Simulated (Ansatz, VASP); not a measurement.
**C: VASP beside Ansatz**

```
C
1.0
     0.00000    1.42317   -3.36139
    -2.46500    0.00000    0.00000
     2.67041   10.72537    1.67350
C
10
Direct
  0.10299 0.47644 0.80902
  0.73118 0.66739 0.06221
  0.82414 0.36965 0.24891
  0.91709 0.07192 0.43561
  0.01004 0.77418 0.62232
  0.76177 0.23487 0.12450
  0.85472 0.93713 0.31120
  0.94767 0.63939 0.49790
  0.04062 0.34166 0.68461
  0.13358 0.04392 0.87131
```

Alike in both runs: task single point; functional PBE; dispersion D3(BJ); k mesh 7 × 11 × 3; occupations gaussian, width 0.05 eV; no spin polarisation.

|  | VASP | Ansatz |
| --- | --- | --- |
| version | VASP 6.6.1 | Ansatz 0.2.0 |
| potentials or method | VASP PAW PBE potentials, release 64 (C), cutoff 520 eV | scalar-relativistic, plane waves, PAW |
| valence electrons in the cell | 40 | 40 |

Ansatz gave:

- gap on the k mesh at the Fermi level (eV): 0.12
- least direct gap on the mesh (eV): 0.18
- pressure (GPa): -1.7
- traceless stress, the component that is largest in VASP (GPa): 3.53
- rms of the force components (eV/Å): 0.664

**Question.** Estimate VASP's values.

**Answer.** gap on the k mesh at the Fermi level (eV): 0.11; least direct gap on the mesh (eV): 0.19; pressure (GPa): -1.3; traceless stress, the component that is largest in VASP (GPa): 3.71; rms of the force components (eV/Å): 0.661.

Atom by atom the forces differ by 0.012 eV/Å (rms over components).
